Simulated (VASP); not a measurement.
Runs of VASP 6.6.1 on CO2. The structure is that of space group I-42d (No. 122), or close to it. The cells are those of the table. 

```csv
cell,gap on the mesh (eV),pressure (GPa),largest force (eV/Å)
"a = 4.025 Å, angles 122.6, 122.6, 85.6°, 6 atoms",(c),5.4,0.50
"a = 4.067 Å, angles 122.6, 122.6, 85.6°, 6 atoms",7.53,(d),0.01
"a = 4.190 Å, angles 122.6, 122.6, 85.6°, 6 atoms",7.15,-24.2,1.14
"a = 4.150 Å, angles 122.6, 122.6, 85.6°, 6 atoms",7.27,-18.5,0.80
"a = 4.109 Å, angles 122.6, 122.6, 85.6°, 6 atoms",(a),-11.8,(b)
```

Alike in all rows: task single point; level LDA; potentials or basis VASP PAW LDA potentials, release 64 (C, O); no spin polarisation; k mesh 7 × 7 × 7; cutoff (eV) 520; smearing fermi-dirac 0.05 eV.

Problem. Fill in the values left out.

Solution. (a) 7.40; (b) 0.42; (c) 7.64; (d) -3.9.

Caveats: forces of over 1 eV/Å act on the atoms, so gaps and moduli don't describe the material at rest (some runs).

A k mesh can miss the band edges.
